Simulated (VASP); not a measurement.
# TePb4Se3 (P4/mmm) in VASP: single point with PBE

Aim: the single point of TePb4Se3 with PBE.

Everything below comes from runs of VASP 6.6.1. Logs are shortened: lines on timing, memory, paths and dates and some standing lists are left out, and cuts for length are marked.

### Step 1. The cell of the first run

It takes space group P4/mmm (No. 123, tetragonal). Conventional cell: a = 4.469 Å, b = 4.469 Å, c = 12.610 Å, α = 90.00°, β = 90.00°, γ = 90.00°. Within 4.2 Å of Te (site symmetry 4/mmm) lie 6 Pb at 3.16 to 3.25 Å. Pb (site symmetry 4/mmm) has 4 Te at 3.16 Å and 2 Se at 3.18 Å within 4.2 Å. Pb (site symmetry 4mm) has 5 Se at 3.06 to 3.16 Å and 1 Te at 3.25 Å within 4.0 Å. Within 4.1 Å of Pb (site symmetry 4/mmm) lie 6 Se at 3.12 to 3.16 Å. Within 4.1 Å of Se (site symmetry 4mm) lie 6 Pb at 3.12 to 3.18 Å. Se (site symmetry 4/mmm) has 6 Pb at 3.06 to 3.16 Å within 4.0 Å.

### Step 2. Single point, PBE

INCAR reads:

```
  PREC = Accurate
  ENCUT = 520
  EDIFF = 1E-6
  ISMEAR = 0
  SIGMA = 0.01
  LREAL = False
  LASPH = True
  NELM = 80
  ALGO = Normal
  ISIF = 2
  LWAVE = False
  LCHARG = True
  GGA = PE
  LELF = True
  LVHAR = True
  NBANDS = 50
```

KPOINTS reads:

```
Automatic mesh
0
Gamma
  8 8 4
```

POSCAR reads:

```
TePb4Se3
1.0
    4.4692836065      0.0000000000      0.0000000000
    0.0000000000      4.4692836065      0.0000000000
    0.0000000000      0.0000000000     12.6103981166
Te Pb Se
1 4 3
Direct
    0.5000000000      0.5000000000      0.0000000000
    0.0000000000      0.0000000000      0.0000000000
    0.5000000000      0.5000000000      0.2574956084
    0.0000000000      0.0000000000      0.5000000000
    0.5000000000      0.5000000000      0.7425043916
    0.0000000000      0.0000000000      0.2522744182
    0.5000000000      0.5000000000      0.5000000000
    0.0000000000      0.0000000000      0.7477255818
```

Potentials or basis: VASP PAW PBE potentials, release 64 (Te, Pb_d, Se).

Launch:

```
$ cat potpaw_PBE.64/Te/POTCAR potpaw_PBE.64/Pb_d/POTCAR potpaw_PBE.64/Se/POTCAR > POTCAR
$ mpirun -np 1 vasp_std > vasp.out
```

OUTCAR:

```text
PREC = Accurate
   ENCUT = 520
   EDIFF = 1E-6
   ISMEAR = 0
   LREAL = False
   LASPH = True
   NELM = 80
   ISIF = 2
   GGA = PE

 ion  position               nearest neighbor table
   1  0.500  0.500  0.000-   2 3.16   2 3.16   2 3.16   2 3.16   5 3.25   3 3.25
   2  0.000  0.000  0.000-   1 3.16   1 3.16   1 3.16   1 3.16   8 3.18   6 3.18
   3  0.500  0.500  0.257-   7 3.06   6 3.16   6 3.16   6 3.16   6 3.16   1 3.25
   4  0.000  0.000  0.500-   6 3.12   8 3.12   7 3.16   7 3.16   7 3.16   7 3.16
   5  0.500  0.500  0.743-   7 3.06   8 3.16   8 3.16   8 3.16   8 3.16   1 3.25
   6  0.000  0.000  0.252-   4 3.12   3 3.16   3 3.16   3 3.16   3 3.16   2 3.18
   7  0.500  0.500  0.500-   3 3.06   5 3.06   4 3.16   4 3.16   4 3.16   4 3.16
   8  0.000  0.000  0.748-   4 3.12   5 3.16   5 3.16   5 3.16   5 3.16   2 3.18

  LATTYP: Found a simple tetragonal cell.
 ALAT       =     4.4692836065
 C/A-ratio  =     2.8215703515

  Lattice vectors:

 A1 = (   4.4692836065,   0.0000000000,   0.0000000000)
 A2 = (   0.0000000000,   4.4692836065,   0.0000000000)
 A3 = (   0.0000000000,   0.0000000000,  12.6103981166)

Analysis of symmetry for initial positions (statically):
=====================================================================
 Subroutine PRICEL returns:
 Original cell was already a primitive cell.

 Routine SETGRP: Setting up the symmetry group for a
 simple tetragonal supercell.

 Subroutine GETGRP returns: Found 16 space group operations
 (whereof 16 operations were pure point group operations)
 out of a pool of 16 trial point group operations.

The static configuration has the point symmetry D_4h.

Analysis of symmetry for dynamics (positions and initial velocities):
=====================================================================
 Subroutine PRICEL returns:
 Original cell was already a primitive cell.

 Routine SETGRP: Setting up the symmetry group for a
 simple tetragonal supercell.

 Subroutine GETGRP returns: Found 16 space group operations
 (whereof 16 operations were pure point group operations)
 out of a pool of 16 trial point group operations.

The dynamic configuration has the point symmetry D_4h.

 Subroutine INISYM returns: Found 16 space group operations
 (whereof 16 operations are pure point group operations),
 and found     1 'primitive' translations

----------------------------------------------------------------------------------------

                                     Primitive cell

  volume of cell :     251.8863

  direct lattice vectors                    reciprocal lattice vectors
     4.469283607  0.000000000  0.000000000     0.223749506  0.000000000  0.000000000
     0.000000000  4.469283607  0.000000000     0.000000000  0.223749506  0.000000000
     0.000000000  0.000000000 12.610398117     0.000000000  0.000000000  0.079299638

  length of vectors
     4.469283607  4.469283607 12.610398117     0.223749506  0.223749506  0.079299638

  position of ions in fractional coordinates (direct lattice)
     0.500000000  0.500000000  0.000000000
     0.000000000  0.000000000  0.000000000
     0.500000000  0.500000000  0.257495608
     0.000000000  0.000000000  0.500000000
     0.500000000  0.500000000  0.742504392
     0.000000000  0.000000000  0.252274418
     0.500000000  0.500000000  0.500000000
     0.000000000  0.000000000  0.747725582

  ion indices of the primitive-cell ions
   primitive index   ion index
                 1           1
                 2           2
                 3           3
                 4           4
                 5           5
                 6           6
                 7           7
                 8           8

----------------------------------------------------------------------------------------

 KPOINTS: Automatic mesh

Automatic generation of k-mesh.
 Grid dimensions read from file:
 generate k-points for:    8    8    4

 Generating k-lattice:

  Cartesian coordinates                     Fractional coordinates (reciprocal lattice)
     0.027968688  0.000000000  0.000000000     0.125000000  0.000000000  0.000000000
     0.000000000  0.027968688  0.000000000     0.000000000  0.125000000  0.000000000
     0.000000000  0.000000000  0.019824909     0.000000000  0.000000000  0.250000000

  Length of vectors
     0.027968688  0.027968688  0.019824909

  Shift w.r.t. Gamma in fractional coordinates (k-lattice)
     0.000000000  0.000000000  0.000000000

 Subroutine IBZKPT returns following result:
 ===========================================

 Found     45 irreducible k-points:

 Following reciprocal coordinates:
            Coordinates               Weight
  0.000000  0.000000  0.000000      1.000000
  0.125000  0.000000  0.000000      4.000000
  0.250000  0.000000  0.000000      4.000000
  0.375000  0.000000  0.000000      4.000000
  0.500000  0.000000  0.000000      2.000000
  0.125000  0.125000  0.000000      4.000000
[... 16 lines left out ...]
  0.375000  0.125000  0.250000     16.000000
  0.500000  0.125000  0.250000      8.000000
 [... further k-points ...]
   k-points           NKPTS =     45   k-points in BZ     NKDIM =     45   number of bands    NBANDS=     50
   number of dos      NEDOS =    301   number of ions     NIONS =      8
   total plane-waves  NPLWV = 124416
   dimension x,y,z NGX =    36 NGY =   36 NGZ =   96
   dimension x,y,z NGXF=    72 NGYF=   72 NGZF=  192
   ions per type =               1   4   3
   NGX,Y,Z   is equivalent  to a cutoff of  13.39, 13.39, 12.66 a.u.
   NGXF,Y,Z  is equivalent  to a cutoff of  26.78, 26.78, 25.31 a.u.
 SYSTEM =  unknown system
   PREC   = accura    normal or accurate (medium, high low for compatibility)
   ISTART =      0    job   : 0-new  1-cont  2-samecut
   ICHARG =      2    charge: 1-file 2-atom 10-const
   ISPIN  =      1    spin polarized calculation?
   LNONCOLLINEAR =      F non collinear calculations
   LSORBIT =      F    spin-orbit coupling
   LASPH  =      T    aspherical Exc in radial PAW
   ENCUT  =  520.0 eV  38.22 Ry    6.18 a.u.   8.31  8.31 23.45*2*pi/ulx,y,z
   NELM   =     80;   NELMIN=  2; NELMDL= -5     # of ELM steps
   EDIFF  = 0.1E-05   stopping-criterion for ELM
   LREAL  =      F    real-space projection
   EDIFFG = 0.1E-04   stopping-criterion for IOM
   NSW    =      0    number of steps for IOM
   IBRION =     -1    ionic relax: 0-MD 1-quasi-New 2-CG
   NFREE  =      0    steps in history (QN), initial steepest desc. (CG)
   ISIF   =      2    stress and relaxation
   ISYM   =      2    0-nonsym 1-usesym 2-fastsym
   POTIM  = 0.5000    time-step for ionic-motion
   TEBEG  =    0.0;   TEEND  =   0.0 temperature during run
   PSTRESS=    0.0 pullay stress
   NELECT =      80.0000    total number of electrons
   NUPDOWN=      -1.0000    fix difference up-down
   EMIN   =  10.00;   EMAX   =-10.00  energy-range for DOS
   EFERMI =   0.00;   METHOD = LEGACY
   ISMEAR =     0;   SIGMA  =   0.01  broadening in eV -4-tet -1-fermi 0-gaus
   EFERMI_NEDOS =   21; number of points for ismear=-14 and -15
   IALGO  =     38    algorithm
   IMIX   =      4    mixing-type and parameters
     AMIX     =   0.40;   BMIX     =  1.00
     AMIX_MAG =   1.60;   BMIX_MAG =  1.00
  volume/ion in A,a.u.               =      31.49       212.48
  Fermi-wavevector in a.u.,A,eV,Ry     =   1.116957  2.110743 16.974545  1.247594
  Thomas-Fermi vector in A             =   2.253576
   LORBIT       =      0    0 simple, 1 ext, 2 COOP (PROOUT), +10 PAW based schemes
   GGA     = PE    functional components
   LHFCALC =     F    Hartree Fock is set to
   AEXX    =    0.0000 exact exchange contribution
   IVDW    =     0    specifies the selected vdW correction
   LEPSILON=     F    determine dielectric tensor
   LRPA    =     F    only Hartree local field effects (RPA)
 non-spin polarized calculation
 Gauss-broadening in eV      SIGMA  =   0.01
  energy-cutoff  :      520.00
  volume of cell :      251.89
 maximum number of plane-waves:      6838
 NGX is ok and might be reduce to    36
   NGX = 17   NGY = 17   NGZ = 47

 number of electron      79.9999992 magnetization

 Free energy of the ion-electron system (eV)
  ---------------------------------------------------
  ext. energy  EPLUGINS =         0.00000000
  ---------------------------------------------------
  free energy    TOTEN  =       -31.96148164 eV

  energy without entropy =      -31.96148164  energy(sigma->0) =      -31.96148164

 E-fermi :   4.7514     XC(G=0):  -9.2343

 val. band max:        4.6902613987   @ k =   0.5000   0.0000   0.0000
 cond. band min:       4.9535279940   @ k =   0.5000   0.0000   0.0000
 fundamental gap:      0.2632665953
 Fermi energy:         4.7514436074

 k-point     1 :       0.0000    0.0000    0.0000
  band No.  band energies     occupation
      1     -12.2562      2.00000
      2     -12.2412      2.00000
      3     -12.2213      2.00000
      4     -12.2059      2.00000
      5     -12.2059      2.00000
      6     -12.1664      2.00000
[... 42 lines left out ...]
     49       9.0713      0.00000
     50       9.2765      0.00000

 k-point     2 :       0.1250    0.0000    0.0000
  band No.  band energies     occupation
      1     -12.2517      2.00000
      2     -12.2385      2.00000
      3     -12.2237      2.00000
      4     -12.2069      2.00000
      5     -12.2058      2.00000
      6     -12.1648      2.00000
[... 42 lines left out ...]
     49       8.7297      0.00000
     50       8.9563      0.00000

 k-point     3 :       0.2500    0.0000    0.0000
  band No.  band energies     occupation
      1     -12.2429      2.00000
      2     -12.2296      2.00000
      3     -12.2294      2.00000
      4     -12.2093      2.00000
      5     -12.2056      2.00000
      6     -12.1621      2.00000
[... 1102 lines left out ...]
     49       8.1101      0.00000
     50       8.4589      0.00000

 k-point    24 :       0.5000    0.1250    0.2500
  band No.  band energies     occupation
      1     -12.2460      2.00000
      2     -12.2316      2.00000
      3     -12.2126      2.00000
      4     -12.2123      2.00000
      5     -12.2069      2.00000
      6     -12.1562      2.00000
[... 42 lines left out ...]
     49       7.6794      0.00000
     50       7.7327      0.00000

 [... further k-points ...]
[... 5 lines left out ...]
  --------------------------------------------------------------------------------------
  -------------------------------------------------------------------------------------
  Total       -0.0315037     -0.0315037     -0.0372164      0.0000000      0.0000000     -0.0000000
  in kB       -0.2003859     -0.2003859     -0.2367232      0.0000000      0.0000000     -0.0000000
  external PRESSURE =      -0.2124983 kB  Pullay stress =       0.0000000 kB

 VOLUME and BASIS-vectors are now :
 -----------------------------------------------------------------------------
  energy-cutoff  :      520.00
  volume of cell :      251.89
      direct lattice vectors                 reciprocal lattice vectors
     4.469283607  0.000000000  0.000000000     0.223749506  0.000000000  0.000000000
     0.000000000  4.469283607  0.000000000     0.000000000  0.223749506  0.000000000
     0.000000000  0.000000000 12.610398117     0.000000000  0.000000000  0.079299638

 POSITION                                       TOTAL-FORCE (eV/Angst)
 -----------------------------------------------------------------------------------
      2.23464      2.23464      0.00000        -0.000000      0.000000      0.000000
      0.00000      0.00000      0.00000        -0.000000      0.000000      0.000000
      2.23464      2.23464      3.24712        -0.000000     -0.000000     -0.001526
      0.00000      0.00000      6.30520        -0.000000      0.000000      0.000000
      2.23464      2.23464      9.36328        -0.000000      0.000000      0.001526
      0.00000      0.00000      3.18128         0.000000      0.000000     -0.001439
      2.23464      2.23464      6.30520        -0.000000      0.000000      0.000000
      0.00000      0.00000      9.42912        -0.000000     -0.000000      0.001439
 -----------------------------------------------------------------------------------
    total drift:                                0.000000      0.000000      0.000000

  FREE ENERGIE OF THE ION-ELECTRON SYSTEM (eV)
  ---------------------------------------------------
  free  energy   TOTEN  =       -31.9614816401 eV

  energy  without entropy=      -31.9614816401  energy(sigma->0) =      -31.96148164
```

Run time: 9.9 min. Hardware: 1 thread of Intel Xeon Platinum 8488C (Sapphire Rapids), shared host; peak memory 0.66 GiB.

Results:

* Free energy: -31.9615 eV
* Pressure: 0.0 GPa
* Band gap on the k mesh: 0.26 eV, direct

Caveat: spin-orbit coupling is left out, which moves the levels of the heavy elements. A k mesh can miss the band edges.
